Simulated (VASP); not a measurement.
Set up this calculation in VASP 6.6.1, as the native input.

```
Task                   : electric field gradients
Functional             : PBE
Potentials or basis    : VASP PAW PBE potentials, release 64 (Ca_sv)
Cutoff                 : 520 eV
k mesh                 : 11 × 11 × 11
Occupations            : fermi-dirac, width 0.05 eV
Spin                   : no spin polarisation
Dipole correction      : no
Further INCAR settings : ALGO = Normal; EDIFF = 1e-08; NBANDS = 11
```

The structure of Ca lies in POSCAR:

```
Ca
1.0
    0.0000000000      2.7376447309      2.7376447309
    2.7376447309      0.0000000000      2.7376447309
    2.7376447309      2.7376447309      0.0000000000
Ca
1
Direct
    0.0000000000      0.0000000000      0.0000000000
```

This cell differs from its parent crystal: volume scaled by 0.9405.

One way to write it, as run:

INCAR

```
SYSTEM = Ca
PREC     = Accurate       ! precision mode
ENCUT    = 520            ! plane-wave cutoff, eV
EDIFF    = 1E-8           ! SCF threshold, eV
ISMEAR   = -1             ! smearing method
SIGMA    = 0.05           ! smearing width, eV
LREAL    = .False.        ! projectors in reciprocal space
LASPH    = .True.         ! aspherical terms in the spheres
NELM     = 60             ! most SCF steps
ALGO     = Normal         ! electronic algorithm
ISIF     = 2              ! what is computed and relaxed
LWAVE    = .False.        ! write WAVECAR
LCHARG   = .False.        ! write CHGCAR
GGA      = PE             ! functional
LEFG     = .True.       
NBANDS   = 11             ! bands
```

KPOINTS

```
Automatic mesh
0
Gamma
  11 11 11
  0 0 0
```

Potentials or basis: VASP PAW PBE potentials, release 64 (Ca_sv).

Run with:

```console
$ cat potpaw_PBE.64/Ca_sv/POTCAR > POTCAR
$ mpirun -np 1 vasp_std > vasp.out
```

It gave:

```yaml
Pressure: 0.5 GPa
Band_gap_on_the_k_mesh: zero (band 5 reaches 2.21 eV, above the bottom of band 6 at 1.97 eV)
```

Caveat: without QUAD_EFG the Cq values of the log hold for a quadrupole moment of 1 mb, not for the nuclei.

It took 27 s on 1 thread of Intel Xeon 6975P-C, on a shared host, peak memory 0.18 GiB.
